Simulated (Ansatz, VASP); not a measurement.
**One calculation of SiC, two programs**

INCAR

```
SYSTEM = SiC
  PREC = Accurate
  ENCUT = 600
  EDIFF = 1E-6
  ISMEAR = 0
  SIGMA = 0.01
  LREAL = .False.
  LASPH = .True.
  NELM = 120
  ALGO = Normal
  ISIF = 2
  LWAVE = .False.
  LCHARG = .False.
  GGA = PS
  NBANDS = 11
  GGA_COMPAT = .False.
```

The input KPOINTS:

```
Automatic mesh
0
Gamma
  10 10 10
  0 0 0
```

The input POSCAR:

```
SiC
1.0
    0.0000000000      2.0890590577      2.0890590577
    2.0890590577      0.0000000000      2.0890590577
    2.0890590577      2.0890590577      0.0000000000
Si C
1 1
Direct
    0.0000000000      0.0000000000      0.0000000000
    0.2500000000      0.2500000000      0.2500000000
```

Input for Ansatz:

```yaml
crystal:
  lattice:
    - [0.0, 2.0890590577, 2.0890590577]
    - [2.0890590577, 0.0, 2.0890590577]
    - [2.0890590577, 2.0890590577, 0.0]
  atoms:
    - { symbol: Si, position: [0.0, 0.0, 0.0] }
    - { symbol: C, position: [0.25, 0.25, 0.25] }
scf:
  occupations: { method: fixed }
output:
  forces: true
  stress: true
  eigenvalues: true
hamiltonian:
  xc: pbesol
basis:
  ecutwfc: 560
kpoints:
  mp_grid: { grid: [10, 10, 10] }
```

Alike in both runs: task single point; functional PBEsol; k mesh 10 × 10 × 10; no spin polarisation.

|  | VASP | Ansatz |
| --- | --- | --- |
| version | VASP 6.6.1 | Ansatz 0.2.0 |
| potentials or method | VASP PAW PBE potentials, release 64 (Si, C), cutoff 600 eV | scalar-relativistic, plane waves, PAW |
| occupations | gaussian, width 0.01 eV | fixed |
| valence electrons in the cell | 8 | 8 |

Ansatz gave:

- gap on the k mesh at the Fermi level (eV): 1.12
- least direct gap on the mesh (eV): 4.57

Problem. Estimate VASP's values.

Solution. gap on the k mesh at the Fermi level (eV): 1.11; least direct gap on the mesh (eV): 4.56.

VASP's potentials were made for PBE, not for PBEsol.
